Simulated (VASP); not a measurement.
Ta: relaxation of cell and atoms with LDA

Ta:

```
Ta
1.0
    -1.65493    1.65493    1.65493
     1.65493   -1.65493    1.65493
     1.65493    1.65493   -1.65493
Ta
1
Direct
  0.00000 0.00000 0.00000
```

```json
{"Program": "VASP 6.6.1", "Task": "relaxation of cell and atoms", "Functional": "LDA", "Potentials or basis": "VASP PAW LDA potentials, release 64 (Ta_pv)", "Cutoff": "600 eV", "k mesh": "8 × 8 × 8", "Occupations": "gaussian, width 0.1 eV", "Spin": "no spin polarisation", "Dipole correction": "no", "Further INCAR settings": "ALGO = Normal; EDIFF = 1e-06; IBRION = 2; EDIFFG = -0.05; NSW = 100; ISIF = 3"}
```

```json
{
  "Relaxed volume": "17.20 Å³/atom",
  "Relaxed cell": "a = 2.816 Å, b = 2.816 Å, c = 2.816 Å, α = 109.47°, β = 109.47°, γ = 109.47°",
  "Space group after relaxing (to 0.05 Å)": "Im-3m (No. 229)",
  "Energy gained by relaxing": "34.1 meV/atom",
  "Ionic steps": "4",
  "Pressure after relaxing": "-0.1 GPa"
}
```

Step by step:
```
step  energy change (eV)  largest force (eV/Å)  pressure (GPa)  volume (Å³)
   1              0.0000                0.0000          -11.12        18.13
   2              0.2115                0.0000           39.98        15.02
   3             -0.0340                0.0000           -0.77        17.25
   4             -0.0341                0.0000           -0.09        17.20
```

Final structure:
```xyz
1
Lattice="-1.6261 1.6261 1.6261 1.6261 -1.6261 1.6261 1.6261 1.6261 -1.6261" Properties=species:S:1:pos:R:3 pbc="T T T"
Ta    1.6261    1.6261    1.6261
```

Levels at points of the mesh, in eV from the Fermi level:
| k point | band 1 | band 2 | band 3 | band 4 | band 5 | band 6 | band 7 | band 8 | band 9 |
| --- | --- | --- | --- | --- | --- | --- | --- | --- | --- |
| (0.00, 0.00, 0.00) | -32.65 | -32.65 | -32.65 | -7.95 | 0.74 | 0.74 | 0.74 | 4.16 | 4.16 |
| (0.50, 0.00, 0.00) | -34.04 | -33.09 | -32.66 | -4.52 | -1.66 | 2.03 | 4.07 | 5.14 | 8.28 |
| (0.50, 0.50, 0.50) | -33.61 | -33.61 | -33.61 | -4.04 | -4.04 | 7.24 | 7.24 | 7.24 | 9.25 |

Run time: 15 s on 1 thread of Intel(R) Xeon(R) Platinum 8488C (Sapphire Rapids), with other jobs on the host, peak memory 0.14 GiB.

Caveat: spin-orbit coupling is left out, which moves the levels of the heavy elements.
